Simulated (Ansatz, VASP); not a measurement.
# Two plane-wave programs on In

```xyz
2
Lattice="3.2133 0.0000 0.0000 -1.6067 2.7828 0.0000 0.0000 0.0000 5.3900" Properties=species:S:1:pos:R:3 pbc="T T T"
In    0.0000    1.8552    1.3475
In    1.6067    0.9276    4.0425
```

Alike in both runs: task single point; functional PBE; k mesh 15 × 15 × 8; occupations gaussian, width 0.1 eV; no spin polarisation.

|  | VASP | Ansatz |
| --- | --- | --- |
| version | VASP 6.6.1 | Ansatz 0.2.0 |
| potentials or method | VASP PAW PBE potentials, release 64 (In_d), cutoff 520 eV | scalar-relativistic, plane waves, PAW |
| valence electrons in the cell | 26 | 26 |

Ansatz gave:

| Property | Result |
| --- | --- |
| gap on the k mesh at the Fermi level (eV) | none |
| pressure (GPa) | 6.8 |
| traceless stress, the component that is largest in VASP (GPa) | -0.63 |

Question: Estimate VASP's values.

Answer: gap on the k mesh at the Fermi level (eV): none; pressure (GPa): 6.7; traceless stress, the component that is largest in VASP (GPa): -0.63.

A gap of «none» marks a metal or a gap that the smearing closes. With one functional, cell and mesh, what is left measures potentials, basis and numerics.
